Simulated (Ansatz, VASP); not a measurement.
**One calculation of IrF, two programs**

INCAR

```
SYSTEM = IrF
ALGO = Normal
EDIFF = 1E-6
EDIFFG = -0.04
ENCUT = 600
GGA = PE
IBRION = 2
ISIF = 3
ISMEAR = 0
ISPIN = 2
LASPH = .True.
LCHARG = .False.
LMAXMIX = 4
LORBIT = 11
LREAL = .False.
LWAVE = .False.
MAGMOM = 1 1 0 0
NELM = 150
NSW = 90
PREC = Accurate
SIGMA = 0.1
```

Contents of KPOINTS:

```
k-points
0
Gamma
  6 6 4
  0 0 0
```

POSCAR

```
IrF
1.0
    3.0156608600      0.0000000000      0.0000000000
    0.0000000000      3.0156608600      0.0000000000
    0.0000000000      0.0000000000      5.4710973700
Ir F
2 2
Direct
    0.0000000000      0.5000000000      0.3714335900
    0.5000000000      0.0000000000      0.6285664100
    0.0000000000      0.5000000000      0.8515796700
    0.5000000000      0.0000000000      0.1484203300
```

Input for Ansatz:

```yaml
crystal:
  lattice:
    - [3.01566086, 0.0, 0.0]
    - [0.0, 3.01566086, 0.0]
    - [0.0, 0.0, 5.47109737]
  atoms:
    - { symbol: Ir, position: [0.0, 0.5, 0.37143359], spin: 1.0 }
    - { symbol: Ir, position: [0.5, 0.0, 0.62856641], spin: 1.0 }
    - { symbol: F, position: [0.0, 0.5, 0.85157967] }
    - { symbol: F, position: [0.5, 0.0, 0.14842033] }
basis:
  ecutwfc: 420
kpoints:
  mp_grid: { grid: [6, 6, 4] }
hamiltonian:
  xc: pbe
scf:
  occupations: { method: gaussian, width: 0.1 }
  lower_state_search: "off"
output:
  forces: true
  stress: true
  eigenvalues: true
  populations: true
magnetization:
  spin_polarized: true
relax:
  adjacent_minimum: "off"
  f_tol: 0.04
  max_steps: 70
  cell: { stress_tol: 0.4 }
```

Change from the starting cell: species swapped into the HfAu type (P4/nmm, No. 129).

Alike in both runs: task relaxation of cell and atoms; functional PBE; k mesh 6 × 6 × 4; occupations gaussian, width 0.1 eV; collinear spin.

|  | VASP | Ansatz |
| --- | --- | --- |
| version | VASP 6.6.1 | Ansatz 0.2.0 |
| potentials or method | VASP PAW PBE potentials, release 64 (Ir, F), cutoff 600 eV | scalar-relativistic, plane waves, PAW |
| valence electrons in the cell | 32 | 48 |

Ansatz gave:

- gap on the k mesh at the Fermi level, each at its own relaxed structure (eV): none
- net moment per atom (μB): 0.00
- relaxed volume (Å³/atom): 14.57
- relaxed cell length with the largest relative difference (Å): 7.104

Q: Estimate VASP's values.

A: gap on the k mesh at the Fermi level, each at its own relaxed structure (eV): none; net moment per atom (μB): 0.00; relaxed volume (Å³/atom): 13.60; relaxed cell length with the largest relative difference (Å): 6.589.

A gap of «none» marks a metal or a gap that the smearing closes. One of these differences is far larger than is usual between the two programs; its cause wasn't traced. VASP's potentials hold 32 valence electrons a cell and Ansatz's 48, so a difference there can come from the potentials and not from the codes. Ansatz's warnings: seeded moment not kept.

Spin-orbit coupling is off throughout.
